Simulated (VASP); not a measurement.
A run of VASP 6.6.1 is set up as follows.

File INCAR:

```
SYSTEM = PbS
  PREC = Accurate
  ENCUT = 520
  EDIFF = 1E-7
  ISMEAR = -1
  SIGMA = 0.02
  LREAL = .FALSE.
  LASPH = .TRUE.
  NELM = 100
  ALGO = Normal
  ISIF = 2
  LWAVE = .FALSE.
  LCHARG = .TRUE.
  GGA = PE
  LELF = .TRUE.
  LVHAR = .TRUE.
  NBANDS = 17
```

The input KPOINTS:

```
regular mesh
0
G
  8 8 8
  0 0 0
```

File POSCAR:

```
PbS
1.0
    0.0000000000      3.0171050030      3.0171050030
    3.0171050030      0.0000000000      3.0171050030
    3.0171050030      3.0171050030      0.0000000000
Pb S
1 1
Direct
    0.0000000000      0.0000000000      0.0000000000
    0.5000000000      0.5000000000      0.5000000000
```

Potentials or basis: VASP PAW PBE potentials, release 64 (Pb_d, S).

The run is started by

```sh
$ cat potpaw_PBE.64/Pb_d/POTCAR potpaw_PBE.64/S/POTCAR > POTCAR
$ mpirun -np 1 vasp_std > vasp.out
```

Predict the pressure.

-0.7 GPa.

Predict the band gap on the k mesh.

0.54 eV, direct.

Caveat: the cell differs from its parent crystal (strain +1.0%); spin-orbit coupling is left out, which moves the levels of the heavy elements. A k mesh can miss the band edges.
